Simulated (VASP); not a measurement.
Set up this calculation in VASP 6.6.1, as the native input.

- Task: single point
- Functional: PBE
- Potentials or basis: VASP PAW PBE potentials, release 64 (Hf_pv, O)
- Cutoff: 520 eV
- k mesh: 6 × 6 × 4
- Occupations: gaussian, width 0.01 eV
- Spin: no spin polarisation
- Dipole correction: no
- Further INCAR settings: ALGO = Normal; EDIFF = 1e-06; NBANDS = 31

The structure of HfO2 lies in POSCAR:

```
HfO2
1.0
    3.5099327539      0.0000000000      0.0000000000
    0.0000000000      3.5099327539      0.0000000000
    0.0000000000      0.0000000000      5.1019614315
Hf O
2 4
Direct
    0.5000000000      0.5000000000      0.5000000000
    0.0000000000      0.0000000000      0.0000000000
    0.0000000000      0.5000000000      0.6972100000
    0.5000000000      0.0000000000      0.8027900000
    0.5000000000      0.0000000000      0.3027900000
    0.0000000000      0.5000000000      0.1972100000
```

One way to write it, as run:

INCAR

```
PREC = Accurate
ENCUT = 520
EDIFF = 1E-6
ISMEAR = 0
SIGMA = 0.01
LREAL = False
LASPH = True
NELM = 100
ALGO = Normal
ISIF = 2
LWAVE = False
LCHARG = False
GGA = PE
NBANDS = 31
```

KPOINTS

```
Automatic mesh
0
Gamma
  6 6 4
```

Potentials or basis: VASP PAW PBE potentials, release 64 (Hf_pv, O).

The run is started by

```sh
$ cat potpaw_PBE.64/Hf_pv/POTCAR potpaw_PBE.64/O/POTCAR > POTCAR
$ mpirun -np 1 vasp_std > vasp.out
```

It gave:

```yaml
Pressure: 18.6 GPa
Largest_force: 0.350 eV/Å
Band_gap_on_the_k_mesh: 4.90 eV (least direct gap 4.99 eV)
```

Caveat: the cell stands under pressure; spin-orbit coupling is left out, which moves the levels of the heavy elements.

Wall time 77 s on 1 thread of AMD EPYC 7R13, with other jobs on the host, peak memory 0.17 GiB.
